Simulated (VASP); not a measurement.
A run of VASP 6.6.1:

Contents of INCAR:

```
PREC = Accurate ; ENCUT = 520
EDIFF = 1E-6 ; ISMEAR = 0
SIGMA = 0.15 ; LREAL = F
LASPH = T ; NELM = 60
ALGO = Normal ; ISIF = 2
LWAVE = F ; LCHARG = T
GGA = PS ; LELF = T
LVHAR = T ; NBANDS = 15
```

Contents of KPOINTS:

```
regular mesh
0
Gamma
  18 18 18
```

POSCAR

```
TiC
1.0
    0.0000000000      2.1640000000      2.1640000000
    2.1640000000      0.0000000000      2.1640000000
    2.1640000000      2.1640000000      0.0000000000
Ti C
1 1
Direct
    0.0000000000      0.0000000000      0.0000000000
    0.5173290203      0.4826709797      0.5173290203
```

Potentials or basis: VASP PAW PBE potentials, release 64 (Ti_sv, C).

Run with:

```sh
$ cat potpaw_PBE.64/Ti_sv/POTCAR potpaw_PBE.64/C/POTCAR > POTCAR
$ mpirun -np 1 vasp_std > vasp.out
```

Hardware: 1 thread of Intel(R) Xeon(R) 6975P-C (Granite Rapids), on a shared host.

How long does it take, and how much memory?

Run time: 48 s on 1 thread of Intel(R) Xeon(R) 6975P-C (Granite Rapids) (shared host), peak memory 0.26 GiB. Counts: scf iterations 14, k points 480.
